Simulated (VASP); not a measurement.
Here is a VASP 6.6.1 calculation.

INCAR

```
ALGO = Normal ; EDIFF = 1E-6
EDIFFG = -0.04 ; ENCUT = 600
GGA = PE ; IBRION = 2
ISIF = 3 ; ISMEAR = 0
LASPH = True ; LCHARG = False
LREAL = False ; LWAVE = False
NELM = 60 ; NSW = 90
PREC = Accurate ; SIGMA = 0.1
```

KPOINTS

```
k-points
0
Gamma
  4 4 4
```

POSCAR

```
SiAs4
1.0
    4.9434665000      0.0000000000      0.0000000000
    0.0000000000      4.9434665000      0.0000000000
    0.0000000000      0.0000000000      4.9434665000
Si As
1 4
Direct
    0.0000000000      0.0000000000      0.0000000000
    0.2500000000      0.2500000000      0.2500000000
    0.7500000000      0.7500000000      0.2500000000
    0.2500000000      0.7500000000      0.7500000000
    0.7500000000      0.2500000000      0.7500000000
```

Potentials or basis: VASP PAW PBE potentials, release 64 (Si, As).

The run is started by

```bash
$ cat potpaw_PBE.64/Si/POTCAR potpaw_PBE.64/As/POTCAR > POTCAR
$ mpirun -np 1 vasp_std > vasp.out
```

Question: What does it give for the space group after relaxing (to 0.05 Å)?

Answer: P-43m (No. 215).

Question: Predict the relaxed cell.

Answer: a = 4.786 Å, b = 4.786 Å, c = 4.786 Å, α = 90.00°, β = 90.00°, γ = 90.00°.

Step by step:
| step | energy change (eV) | largest force (eV/Å) | pressure (GPa) | volume (Å³) |
| --- | --- | --- | --- | --- |
| 1 | 0.0000 | 3.3806 | 7.60 | 120.81 |
| 2 | -0.5545 | 0.3016 | -7.65 | 141.98 |
| 3 | -0.8492 | 0.6437 | -3.56 | 132.96 |
| 4 | -0.8496 | 0.6831 | -3.40 | 132.69 |
| 5 | -1.1185 | 0.6737 | -2.62 | 125.12 |
| 6 | -1.4189 | 0.4001 | 2.84 | 106.95 |
| 7 | -1.4259 | 0.4360 | 1.86 | 109.20 |
| 8 | -1.4683 | 0.0181 | -0.70 | 110.81 |
| 9 | -1.4691 | 0.0216 | -0.39 | 110.58 |
| 10 | -1.4691 | 0.0163 | -0.42 | 110.60 |
| 11 | -1.4711 | 0.0149 | -0.06 | 109.62 |
